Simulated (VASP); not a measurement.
Ta, 1 atom in the cell. It takes space group Im-3m (No. 229, cubic). Conventional cell: a = 3.303 Å, b = 3.303 Å, c = 3.303 Å, α = 90.00°, β = 90.00°, γ = 90.00°. Ta (site symmetry m-3m) has 14 Ta at 2.86 to 3.30 Å within 3.8 Å. 

| Item | Value |
| --- | --- |
| Program | VASP 6.6.1 |
| Task | electric field gradients |
| Functional | PBEsol |
| Potentials or basis | VASP PAW PBE potentials, release 64 (Ta_pv) |
| Cutoff | 520 eV |
| k mesh | 15 × 15 × 15 |
| Occupations | fermi-dirac, width 0.05 eV |
| Spin | no spin polarisation |
| Dipole correction | no |
| Further INCAR settings | ALGO = Normal; EDIFF = 1e-08; NBANDS = 12 |

Potentials or basis: VASP PAW PBE potentials, release 64 (Ta_pv).

Run with:

```sh
$ cat potpaw_PBE.64/Ta_pv/POTCAR > POTCAR
$ mpirun -np 1 vasp_std > vasp.out
```

Hardware: 1 thread of Intel(R) Xeon(R) Platinum 8488C (Sapphire Rapids), with other jobs on the host.

How long does it take, and how much memory?

It took 14 s on 1 thread of Intel(R) Xeon(R) Platinum 8488C (Sapphire Rapids) (shared host), peak memory 0.15 GiB. Counts: scf iterations 13, k points 120.
